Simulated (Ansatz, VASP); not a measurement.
This is a calculation of Ti for VASP 6.6.1.

The input POSCAR:

```
Ti
1.0
   -1.6410000000      1.6410000000      1.6410000000
    1.6410000000     -1.6410000000      1.6410000000
    1.6410000000      1.6410000000     -1.6410000000
Ti
1
Direct
    0.0000000000      0.0000000000      0.0000000000
```

INCAR.step1

```
ALGO = Normal ; EDIFF = 1E-5
ENCUT = 520 ; GGA = PE
ISIF = 2 ; ISMEAR = -1
LASPH = True ; LCHARG = False
LREAL = False ; LWAVE = True
NBANDS = 12 ; NELM = 100
PREC = Accurate ; SIGMA = 0.05
```

Contents of INCAR.step2:

```
AEXX = 0.5 ; AGGAC = 1.0
AGGAX = 0.5 ; ALDAC = 0.0
ALDAX = 0.5 ; ALGO = Normal
EDIFF = 1E-6 ; ENCUT = 520
GGA = B5 ; ISIF = 2
ISMEAR = -1 ; ISTART = 1
LASPH = True ; LCHARG = False
LHFCALC = True ; LREAL = False
LWAVE = False ; NBANDS = 12
NELM = 100 ; PREC = Accurate
PRECFOCK = Normal ; SIGMA = 0.05
```

File KPOINTS:

```
k-points
0
Gamma
  6 6 6
```

Potentials or basis: VASP PAW PBE potentials, release 64 (Ti_sv).

Command:

```console
$ cat potpaw_PBE.64/Ti_sv/POTCAR > POTCAR
$ cp INCAR.step1 INCAR
$ mpirun -np 1 vasp_std > vasp.out
$ cp INCAR.step2 INCAR
$ mpirun -np 1 vasp_std > vasp.out
```

Q: Translate it to Ansatz 0.2.0. Potentials there: Ansatz PAW.

A: As run (the cutoff follows the program's own potentials):

File input.yaml:

```yaml
crystal:
  lattice:
    - [-1.641, 1.641, 1.641]
    - [1.641, -1.641, 1.641]
    - [1.641, 1.641, -1.641]
  atoms:
    - { symbol: Ti, position: [0.0, 0.0, 0.0] }
hamiltonian:
  xc: { name: BHLYP }
  pseudopotentials: { kind: paw }
kpoints:
  mp_grid: { grid: [6, 6, 6] }
scf:
  occupations: { method: fermi_dirac, width: 0.05 }
output:
  forces: true
  stress: true
  eigenvalues: true
```

Potentials or basis: Ansatz PAW.

Command:

```sh
$ ansatz run input.yaml --threads 2 --pin off --max-ram 5632MiB --backend cpu --events-out ev --progress --plain --runs-dir out
```

Both were run:

|  | VASP | Ansatz | Ansatz less VASP |
| --- | --- | --- | --- |
| gap on the k mesh at the Fermi level (eV) | none | none | - |
| pressure (GPa) | -2.5 | -1.8 | +0.66 |

VASP's potentials were made for PBE, not for BHLYP. A gap of «none» marks a metal or a gap that the smearing closes. The functional is the same, so the differences come from potentials, cutoffs and numerics.

The k mesh is coarse, so the values compare programs but aren't converged.
